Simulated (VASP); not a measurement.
Here is a VASP 6.6.1 calculation.

File INCAR:

```
  ALGO = Normal
  EDIFF = 1E-7
  ENCUT = 520
  GGA = PE
  ISIF = 2
  ISMEAR = 0
  LASPH = True
  LCHARG = False
  LREAL = False
  LWAVE = False
  NBANDS = 18
  NELM = 80
  PREC = Accurate
  SIGMA = 0.02
```

File KPOINTS:

```
k-points
0
Gamma
  12 12 4
```

Contents of POSCAR:

```
PtSe2
1.0
    3.8641062703      0.0000000000      0.0000000000
   -1.9320531352      3.3464141930      0.0000000000
    0.0000000000      0.0000000000      6.6963725839
Pt Se
1 2
Direct
    0.0000000000      0.0000000000      0.0000000000
    0.6666666667      0.3333333333      0.8138811920
    0.3333333333      0.6666666667      0.1861188080
```

Potentials or basis: VASP PAW PBE potentials, release 64 (Pt, Se).

Run with:

```sh
$ cat potpaw_PBE.64/Pt/POTCAR potpaw_PBE.64/Se/POTCAR > POTCAR
$ mpirun -np 1 vasp_std > vasp.out
```

Problem. What does it give for the band gap on the k mesh?

Solution. 0.77 eV, indirect (least direct gap 0.89 eV).

Problem. Predict the largest force.

Solution. 0.003 eV/Å.

Stress tensor (GPa, compression positive):
```
-3.87  0.00  0.00
 0.00 -3.87  0.00
 0.00  0.00 -0.13
```

Caveat: the cell differs from its parent crystal (equal strain along all axes, cell held: +3.0 %, then relaxed in part); spin-orbit coupling is left out, which moves the levels of the heavy elements; this functional lacks dispersion, which binds the layers, so the pressure and a relaxed spacing across them are unreliable. A k mesh can miss the band edges.
